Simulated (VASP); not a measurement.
Crystal: Al3BN2.

```xyz
6
Lattice="5.0771 0.0000 0.0000 -2.5385 4.3969 0.0000 0.0000 0.0000 3.0298" Properties=species:S:1:pos:R:3 pbc="T T T"
Al    2.5385    0.0000    1.5149
Al    1.2693    2.1984    1.5149
Al   -1.2693    2.1984    1.5149
B     0.0000    0.0000    0.0000
N     0.0000    2.9313    0.0000
N     2.5385    1.4656    0.0000
```

The cell was generated, and may not be a known phase.

```yaml
Program: VASP 6.6.1
Task: relaxation of cell and atoms
Functional: PBE
Potentials_or_basis: VASP PAW PBE potentials, release 64 (Al, B, N)
Cutoff: 600 eV
k_mesh: 6 × 6 × 6
Occupations: gaussian, width 0.1 eV
Spin: no spin polarisation
```

At the start: pressure -5.1 GPa; volume 11.27 Å³/atom.

Question: How do energy, volume and symmetry change on relaxing?

Answer: Over 8 steps the energy falls by 338.0 meV/atom and the volume is 10.65 Å³/atom (-5.6 %); space group P6/mmm (No. 191, to 0.1 Å) before and after.

Step by step:
```tsv
step	energy change (eV)	largest force (eV/Å)	pressure (GPa)	volume (Å³)
1	0.0000	0.0000	-5.10	67.64
2	-1.6516	0.0000	4.07	62.88
3	-2.0228	0.0000	-1.07	64.35
4	-2.0251	0.0000	-1.53	64.52
5	-2.0250	0.0000	-1.32	64.44
6	-2.0272	0.0000	0.66	63.61
7	-2.0276	0.0000	0.08	63.85
8	-2.0282	0.0000	-0.03	63.87
```

Final structure:
```
CELL_PARAMETERS angstrom
5.27917 0.00000 0.00000
-2.63959 4.57190 0.00000
0.00000 0.00000 2.64632
ATOMIC_POSITIONS crystal
Al 0.50000 0.00000 0.50000
Al 0.50000 0.50000 0.50000
Al 0.00000 0.50000 0.50000
B 0.00000 0.00000 0.00000
N 0.33333 0.66667 0.00000
N 0.66667 0.33333 0.00000
```
